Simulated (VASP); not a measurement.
Input of a VASP 6.6.1 run:

The input INCAR:

```
PREC = Accurate
ENCUT = 750
EDIFF = 1E-7
ISMEAR = 0
SIGMA = 0.2
LREAL = F
LASPH = T
NELM = 200
ALGO = Normal
ISIF = 3
LWAVE = F
LCHARG = F
GGA = PE
IBRION = 2
NSW = 80
EDIFFG = -0.025
GGA_COMPAT = F
NELMIN = 4
LMAXMIX = 6
```

KPOINTS

```
regular mesh
0
Gamma
  6 4 4
```

The input POSCAR:

```
LiSm
1.0
    3.7331537745     -0.0052432167      0.0070561593
   -0.0104864334      7.4343474154      0.1195098125
    0.0152405314      0.1290640532      7.9256043666
Li Sm
4 4
Direct
    1.0311201865      0.2767105584      0.5745254512
   -0.0000247472      0.7378726043      0.6052095790
    0.5328736949      0.5012513188      0.4053214435
    0.4345569161      1.0317831653      0.4061037544
   -0.0230137008      0.2387117329      0.1399094162
    0.0279357277      0.6887778714      0.1495799675
    0.5045323670      0.0257433945      0.8774310850
    0.4920195558      0.4991493544      0.8419193031
```

Potentials or basis: VASP PAW PBE potentials, release 64 (Li_sv, Sm_3), 4f in core.

Run with:

```bash
$ cat potpaw_PBE.64/Li_sv/POTCAR potpaw_PBE.64/Sm_3/POTCAR > POTCAR
$ mpirun -np 1 vasp_std > vasp.out
```

Q: Estimate the relaxed cell.

A: a = 3.637 Å, b = 7.421 Å, c = 7.982 Å, α = 89.91°, β = 89.99°, γ = 90.00°.

Q: Predict the space group after relaxing (to 0.1 Å).

A: P4/nmm (No. 129).

Q: What does it give for the band gap on the k mesh?

A: Zero (bands 28 and 29 overlap by 0.30 eV).

Forces on the atoms (eV/Å):
```
Li  -0.004  0.005 -0.001
Li   0.001  0.005  0.008
Li   0.004 -0.012  0.003
Li   0.002 -0.011 -0.007
Sm  -0.002  0.009 -0.007
Sm  -0.005  0.001  0.000
Sm  -0.002  0.012  0.011
Sm   0.005 -0.009 -0.007
```

Caveat: spin-orbit coupling is left out, which moves the levels of the heavy elements; the 4f electrons are frozen in the core, so they carry no moment and show no levels. Spin polarisation is off, so any magnetic state and its effect on volume and gap are missing.
